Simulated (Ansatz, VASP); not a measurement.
**Two plane-wave programs on LiF**

INCAR

```
SYSTEM = LiF
  ALGO = Normal
  EDIFF = 1E-6
  ENCUT = 520
  ISIF = 2
  ISMEAR = 0
  LASPH = .True.
  LCHARG = .False.
  LREAL = .False.
  LWAVE = .False.
  NBANDS = 18
  NELM = 80
  PREC = Accurate
  SIGMA = 0.05
```

File KPOINTS:

```
k-points
0
Gamma
  9 9 6
  0 0 0
```

Contents of POSCAR:

```
LiF
1.0
    2.9063649624      0.0000000000      0.0000000000
   -1.4531824812      2.5169858901      0.0000000000
    0.0000000000      0.0000000000      4.5778154523
Li F
2 2
Direct
    0.3333333333      0.6666666667      0.3839784076
    0.6666666667      0.3333333333      0.8839784076
    0.3333333333      0.6666666667      0.9910195924
    0.6666666667      0.3333333333      0.4910195924
```

Input for Ansatz:

```yaml
crystal:
  lattice:
    - [2.9063649624, 0.0, 0.0]
    - [-1.4531824812, 2.5169858901, 0.0]
    - [0.0, 0.0, 4.5778154523]
  atoms:
    - { symbol: Li, position: [0.3333333333, 0.6666666667, 0.3839784076] }
    - { symbol: Li, position: [0.6666666667, 0.3333333333, 0.8839784076] }
    - { symbol: F, position: [0.3333333333, 0.6666666667, 0.9910195924] }
    - { symbol: F, position: [0.6666666667, 0.3333333333, 0.4910195924] }
basis:
  ecutwfc: 520.0
kpoints:
  mp_grid: { grid: [9, 9, 6] }
hamiltonian:
  xc: lda
scf:
  occupations: { method: gaussian, width: 0.05 }
output:
  forces: true
  stress: true
  eigenvalues: true
```

Alike in both runs: task single point; functional LDA; k mesh 9 × 9 × 6; occupations gaussian, width 0.05 eV; no spin polarisation.

|  | VASP | Ansatz |
| --- | --- | --- |
| version | VASP 6.6.1 | Ansatz 0.2.0 |
| potentials or method | VASP PAW LDA potentials, release 64 (Li_sv, F), cutoff 520 eV | scalar-relativistic, plane waves, PAW |
| valence electrons in the cell | 20 | 20 |

Ansatz gave:

```
gap on the k mesh at the Fermi level (eV) : 8.46
least direct gap on the mesh (eV)         : 8.46
rms of the force components (eV/Å)        : 0.075
```

**Question.** Estimate VASP's values.

**Answer.** gap on the k mesh at the Fermi level (eV): 8.45; least direct gap on the mesh (eV): 8.45; rms of the force components (eV/Å): 0.075.

LDA's correlation is that of Perdew and Zunger in VASP and of Perdew and Wang (1992) in Ansatz. Atom by atom the forces differ by 0.000 eV/Å (rms over components).

Noted on VASP's run: the cutoff is short for stress, so the pressure is rough.
